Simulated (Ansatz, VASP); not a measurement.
# NaF in VASP and in Ansatz

```xyz
2
Lattice="0.0000 2.2071 2.2652 2.2071 0.0000 2.2652 2.2071 2.2071 0.0000" Properties=species:S:1:pos:R:3 pbc="T T T"
Na    0.0000    0.0000    0.0000
F     2.2071    2.2071    2.2652
```

Change from the starting cell: strain -0.050 along x and y, -0.025 along z, atoms carried along.

Alike in both runs: task single point; functional PBE; k mesh 8 × 8 × 8; occupations gaussian, width 0.05 eV; no spin polarisation.

```csv
,VASP,Ansatz
version,VASP 6.6.1,Ansatz 0.2.0
potentials or method,"VASP PAW PBE potentials, release 64 (Na_pv, F), cutoff 520 eV","scalar-relativistic, plane waves, PAW"
valence electrons in the cell,14,16
```

```tsv
	VASP	Ansatz	Ansatz less VASP
gap on the k mesh at the Fermi level (eV)	6.99	7.01	+0.020
least direct gap on the mesh (eV)	6.99	7.01	+0.020
pressure (GPa)	10.7	10.7	-0.03
traceless stress, the component that is largest in VASP (GPa)	-2.68	-2.59	+0.090
```

VASP's potentials hold 14 valence electrons a cell and Ansatz's 16, so a difference there can come from the potentials and not from the codes.
